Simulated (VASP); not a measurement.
# GaSb (sol) (F-43m) in VASP: single point with PBEsol

Aim: the single point of GaSb (sol) with PBEsol.

Everything below comes from runs of VASP 6.6.1. Logs are shortened: lines on timing, memory, paths and dates and some standing lists are left out, and cuts for length are marked.

## 1. The cell of the first run

The structure is cubic, space group F-43m (No. 216). Conventional cell: a = 6.112 Å, b = 6.112 Å, c = 6.112 Å, α = 90.00°, β = 90.00°, γ = 90.00°. Within 3.5 Å of Ga (site symmetry -43m) lie 4 Sb at 2.65 Å. Within 3.5 Å of Sb (site symmetry -43m) lie 4 Ga at 2.65 Å.

## 2. Single point, PBEsol

INCAR reads:

```
PREC = Accurate
ENCUT = 520
EDIFF = 1E-7
ISMEAR = 0
SIGMA = 0.1
LREAL = F
LASPH = T
NELM = 60
ALGO = Normal
ISIF = 2
LWAVE = F
LCHARG = F
GGA = PS
NBANDS = 16
```

KPOINTS reads:

```
Automatic mesh
0
Gamma
  12 12 12
```

POSCAR reads:

```
GaSb
1.0
    0.0000000000      3.0559490798      3.0559490798
    3.0559490798      0.0000000000      3.0559490798
    3.0559490798      3.0559490798      0.0000000000
Ga Sb
1 1
Direct
    0.0000000000      0.0000000000      0.0000000000
    0.2500000000      0.2500000000      0.2500000000
```

Potentials or basis: VASP PAW PBE potentials, release 64 (Ga_d, Sb).

Command:

```sh
cat potpaw_PBE.64/Ga_d/POTCAR potpaw_PBE.64/Sb/POTCAR > POTCAR
mpirun -np 1 vasp_std > vasp.out
```

OUTCAR:

```text
PREC = Accurate
   ENCUT = 520
   EDIFF = 1E-7
   ISMEAR = 0
   LREAL = F
   LASPH = T
   NELM = 60
   ISIF = 2
   GGA = PS

 ion  position               nearest neighbor table
   1  0.000  0.000  0.000-   2 2.65   2 2.65   2 2.65   2 2.65
   2  0.250  0.250  0.250-   1 2.65   1 2.65   1 2.65   1 2.65

  LATTYP: Found a face centered cubic cell.
 ALAT       =     6.1118981596

  Lattice vectors:

 A1 = (   0.0000000000,   3.0559490798,   3.0559490798)
 A2 = (   3.0559490798,   0.0000000000,   3.0559490798)
 A3 = (   3.0559490798,   3.0559490798,   0.0000000000)

Analysis of symmetry for initial positions (statically):
=====================================================================
 Subroutine PRICEL returns:
 Original cell was already a primitive cell.

 Routine SETGRP: Setting up the symmetry group for a
 face centered cubic supercell.

 Subroutine GETGRP returns: Found 24 space group operations
 (whereof 24 operations were pure point group operations)
 out of a pool of 48 trial point group operations.

The static configuration has the point symmetry T_d .

Analysis of symmetry for dynamics (positions and initial velocities):
=====================================================================
 Subroutine PRICEL returns:
 Original cell was already a primitive cell.

 Routine SETGRP: Setting up the symmetry group for a
 face centered cubic supercell.

 Subroutine GETGRP returns: Found 24 space group operations
 (whereof 24 operations were pure point group operations)
 out of a pool of 48 trial point group operations.

The dynamic configuration has the point symmetry T_d .

 Subroutine INISYM returns: Found 24 space group operations
 (whereof 24 operations are pure point group operations),
 and found     1 'primitive' translations

----------------------------------------------------------------------------------------

                                     Primitive cell

  volume of cell :      57.0779

  direct lattice vectors                    reciprocal lattice vectors
     0.000000000  3.055949080  3.055949080    -0.163615292  0.163615292  0.163615292
     3.055949080  0.000000000  3.055949080     0.163615292 -0.163615292  0.163615292
     3.055949080  3.055949080  0.000000000     0.163615292  0.163615292 -0.163615292

  length of vectors
     4.321764635  4.321764635  4.321764635     0.283389998  0.283389998  0.283389998

  position of ions in fractional coordinates (direct lattice)
     0.000000000  0.000000000  0.000000000
     0.250000000  0.250000000  0.250000000

  ion indices of the primitive-cell ions
   primitive index   ion index
                 1           1
                 2           2

----------------------------------------------------------------------------------------

 KPOINTS: Automatic mesh

Automatic generation of k-mesh.
 Grid dimensions read from file:
 generate k-points for:   12   12   12

 Generating k-lattice:

  Cartesian coordinates                     Fractional coordinates (reciprocal lattice)
    -0.013634608  0.013634608  0.013634608     0.083333333  0.000000000  0.000000000
     0.013634608 -0.013634608  0.013634608     0.000000000  0.083333333  0.000000000
     0.013634608  0.013634608 -0.013634608     0.000000000  0.000000000  0.083333333

  Length of vectors
     0.023615833  0.023615833  0.023615833

  Shift w.r.t. Gamma in fractional coordinates (k-lattice)
     0.000000000  0.000000000  0.000000000

 Subroutine IBZKPT returns following result:
 ===========================================

 Found     72 irreducible k-points:

 Following reciprocal coordinates:
            Coordinates               Weight
  0.000000  0.000000  0.000000      1.000000
  0.083333  0.000000  0.000000      8.000000
  0.166667  0.000000  0.000000      8.000000
  0.250000  0.000000  0.000000      8.000000
  0.333333  0.000000  0.000000      8.000000
  0.416667  0.000000  0.000000      8.000000
[... 16 lines left out ...]
  0.500000  0.166667  0.000000     24.000000
 -0.416667  0.166667  0.000000     24.000000
 [... further k-points ...]
   k-points           NKPTS =     72   k-points in BZ     NKDIM =     72   number of bands    NBANDS=     16
   number of dos      NEDOS =    301   number of ions     NIONS =      2
   total plane-waves  NPLWV =  32768
   dimension x,y,z NGX =    32 NGY =   32 NGZ =   32
   dimension x,y,z NGXF=    64 NGYF=   64 NGZF=   64
   ions per type =               1   1
   NGX,Y,Z   is equivalent  to a cutoff of  12.31, 12.31, 12.31 a.u.
   NGXF,Y,Z  is equivalent  to a cutoff of  24.62, 24.62, 24.62 a.u.
 SYSTEM =  unknown system
   PREC   = accura    normal or accurate (medium, high low for compatibility)
   ISTART =      0    job   : 0-new  1-cont  2-samecut
   ICHARG =      2    charge: 1-file 2-atom 10-const
   ISPIN  =      1    spin polarized calculation?
   LNONCOLLINEAR =      F non collinear calculations
   LSORBIT =      F    spin-orbit coupling
   LASPH  =      T    aspherical Exc in radial PAW
   ENCUT  =  520.0 eV  38.22 Ry    6.18 a.u.   8.04  8.04  8.04*2*pi/ulx,y,z
   NELM   =     60;   NELMIN=  2; NELMDL= -5     # of ELM steps
   EDIFF  = 0.1E-06   stopping-criterion for ELM
   LREAL  =      F    real-space projection
   EDIFFG = 0.1E-05   stopping-criterion for IOM
   NSW    =      0    number of steps for IOM
   IBRION =     -1    ionic relax: 0-MD 1-quasi-New 2-CG
   NFREE  =      0    steps in history (QN), initial steepest desc. (CG)
   ISIF   =      2    stress and relaxation
   ISYM   =      2    0-nonsym 1-usesym 2-fastsym
   POTIM  = 0.5000    time-step for ionic-motion
   TEBEG  =    0.0;   TEEND  =   0.0 temperature during run
   PSTRESS=    0.0 pullay stress
   NELECT =      18.0000    total number of electrons
   NUPDOWN=      -1.0000    fix difference up-down
   EMIN   =  10.00;   EMAX   =-10.00  energy-range for DOS
   EFERMI =   0.00;   METHOD = LEGACY
   ISMEAR =     0;   SIGMA  =   0.10  broadening in eV -4-tet -1-fermi 0-gaus
   EFERMI_NEDOS =   21; number of points for ismear=-14 and -15
   IALGO  =     38    algorithm
   IMIX   =      4    mixing-type and parameters
     AMIX     =   0.40;   BMIX     =  1.00
     AMIX_MAG =   1.60;   BMIX_MAG =  1.00
  volume/ion in A,a.u.               =      28.54       192.59
  Fermi-wavevector in a.u.,A,eV,Ry     =   1.114319  2.105758 16.894449  1.241707
  Thomas-Fermi vector in A             =   2.250913
   LORBIT       =      0    0 simple, 1 ext, 2 COOP (PROOUT), +10 PAW based schemes
   GGA     = PS    functional components
   LHFCALC =     F    Hartree Fock is set to
   AEXX    =    0.0000 exact exchange contribution
   IVDW    =     0    specifies the selected vdW correction
   LEPSILON=     F    determine dielectric tensor
   LRPA    =     F    only Hartree local field effects (RPA)
 non-spin polarized calculation
 Gauss-broadening in eV      SIGMA  =   0.10
  energy-cutoff  :      520.00
  volume of cell :       57.08
 maximum number of plane-waves:      1572
   NGX = 17   NGY = 17   NGZ = 17

 number of electron      17.9999985 magnetization

 Free energy of the ion-electron system (eV)
  ---------------------------------------------------
  ext. energy  EPLUGINS =         0.00000000
  ---------------------------------------------------
  free energy    TOTEN  =        -8.15507815 eV

  energy without entropy =       -8.15495119  energy(sigma->0) =       -8.15501467

 E-fermi :   4.8188     XC(G=0):  -9.2801

 val. band max:        4.7726839424   @ k =   0.0000   0.0000   0.0000
 cond. band min:       5.1139781245   @ k =   0.5000   0.0000   0.0000
 fundamental gap:      0.3412941821
 Fermi energy:         4.8187928681

 k-point     1 :       0.0000    0.0000    0.0000
  band No.  band energies     occupation
      1     -10.2415      2.00000
      2     -10.2415      2.00000
      3     -10.2415      2.00000
      4     -10.1907      2.00000
      5     -10.1907      2.00000
      6      -6.7641      2.00000
[... 8 lines left out ...]
     15      13.3670      0.00000
     16      13.3670      0.00000

 k-point     2 :       0.0833    0.0000    0.0000
  band No.  band energies     occupation
      1     -10.2435      2.00000
      2     -10.2407      2.00000
      3     -10.2407      2.00000
      4     -10.1908      2.00000
      5     -10.1908      2.00000
      6      -6.6921      2.00000
[... 8 lines left out ...]
     15      12.8158      0.00000
     16      12.8158      0.00000

 k-point     3 :       0.1667    0.0000    0.0000
  band No.  band energies     occupation
      1     -10.2489      2.00000
      2     -10.2384      2.00000
      3     -10.2384      2.00000
      4     -10.1910      2.00000
      5     -10.1910      2.00000
      6      -6.4804      2.00000
[... 8 lines left out ...]
     15      12.3300      0.00000
     16      12.3300      0.00000

 k-point     4 :       0.2500    0.0000    0.0000
  band No.  band energies     occupation
      1     -10.2562      2.00000
      2     -10.2355      2.00000
      3     -10.2355      2.00000
      4     -10.1911      2.00000
      5     -10.1911      2.00000
      6      -6.1444      2.00000
[... 8 lines left out ...]
     15      12.3082      0.00000
     16      12.3082      0.00000

 k-point     5 :       0.3333    0.0000    0.0000
  band No.  band energies     occupation
      1     -10.2633      2.00000
      2     -10.2329      2.00000
      3     -10.2329      2.00000
      4     -10.1909      2.00000
      5     -10.1909      2.00000
      6      -5.7232      2.00000
[... 8 lines left out ...]
     15      12.8370      0.00000
     16      12.8370      0.00000

 k-point     6 :       0.4167    0.0000    0.0000
  band No.  band energies     occupation
      1     -10.2685      2.00000
      2     -10.2312      2.00000
      3     -10.2312      2.00000
      4     -10.1906      2.00000
      5     -10.1906      2.00000
      6      -5.3146      2.00000
[... 8 lines left out ...]
     15      13.7849      0.00000
     16      13.7849      0.00000
[... 267 lines left out ...]
 k-point    21 :       0.3333    0.1667    0.0000
  band No.  band energies     occupation
      1     -10.2662      2.00000
      2     -10.2306      2.00000
      3     -10.2295      2.00000
      4     -10.1949      2.00000
      5     -10.1891      2.00000
      6      -5.7670      2.00000
[... 8 lines left out ...]
     15      13.3664      0.00000
     16      13.9222      0.00000

 k-point    22 :       0.4167    0.1667    0.0000
  band No.  band energies     occupation
      1     -10.2709      2.00000
      2     -10.2291      2.00000
      3     -10.2275      2.00000
      4     -10.1946      2.00000
      5     -10.1892      2.00000
      6      -5.3435      2.00000
[... 8 lines left out ...]
     15      13.9289      0.00000
     16      14.6245      0.00000

 k-point    23 :       0.5000    0.1667    0.0000
  band No.  band energies     occupation
      1     -10.2734      2.00000
      2     -10.2283      2.00000
      3     -10.2267      2.00000
      4     -10.1936      2.00000
      5     -10.1898      2.00000
      6      -4.9908      2.00000
[... 8 lines left out ...]
     15      14.4693      0.00000
     16      14.6792      0.00000

 k-point    24 :      -0.4167    0.1667    0.0000
  band No.  band energies     occupation
      1     -10.2733      2.00000
      2     -10.2283      2.00000
      3     -10.2273      2.00000
      4     -10.1924      2.00000
      5     -10.1908      2.00000
      6      -4.9324      2.00000
[... 8 lines left out ...]
     15      13.4225      0.00000
     16      13.8140      0.00000

 [... further k-points ...]
[... 5 lines left out ...]
  --------------------------------------------------------------------------------------
  -------------------------------------------------------------------------------------
  Total        0.0284992      0.0284992      0.0284992     -0.0000000      0.0000000     -0.0000000
  in kB        0.7999726      0.7999726      0.7999726     -0.0000000      0.0000000     -0.0000000
  external PRESSURE =       0.7999726 kB  Pullay stress =       0.0000000 kB

 VOLUME and BASIS-vectors are now :
 -----------------------------------------------------------------------------
  energy-cutoff  :      520.00
  volume of cell :       57.08
      direct lattice vectors                 reciprocal lattice vectors
     0.000000000  3.055949080  3.055949080    -0.163615292  0.163615292  0.163615292
     3.055949080  0.000000000  3.055949080     0.163615292 -0.163615292  0.163615292
     3.055949080  3.055949080  0.000000000     0.163615292  0.163615292 -0.163615292

 POSITION                                       TOTAL-FORCE (eV/Angst)
 -----------------------------------------------------------------------------------
      0.00000      0.00000      0.00000         0.000000      0.000000      0.000000
      1.52797      1.52797      1.52797        -0.000000     -0.000000     -0.000000
 -----------------------------------------------------------------------------------
    total drift:                                0.000000      0.000000      0.000000

  FREE ENERGIE OF THE ION-ELECTRON SYSTEM (eV)
  ---------------------------------------------------
  free  energy   TOTEN  =        -8.1550781475 eV

  energy  without entropy=       -8.1549511889  energy(sigma->0) =       -8.15501467
```

Wall time 45 s (1 thread of AMD EPYC 7R13 (Zen 3), shared host); peak memory 0.19 GiB.

What came out:

```yaml
Free_energy: -8.1551 eV
Pressure: 0.1 GPa
```

Caveat: the PAW data sets were made with another functional, which shifts forces and pressure a little; spin-orbit coupling is left out, which moves the levels of the heavy elements.
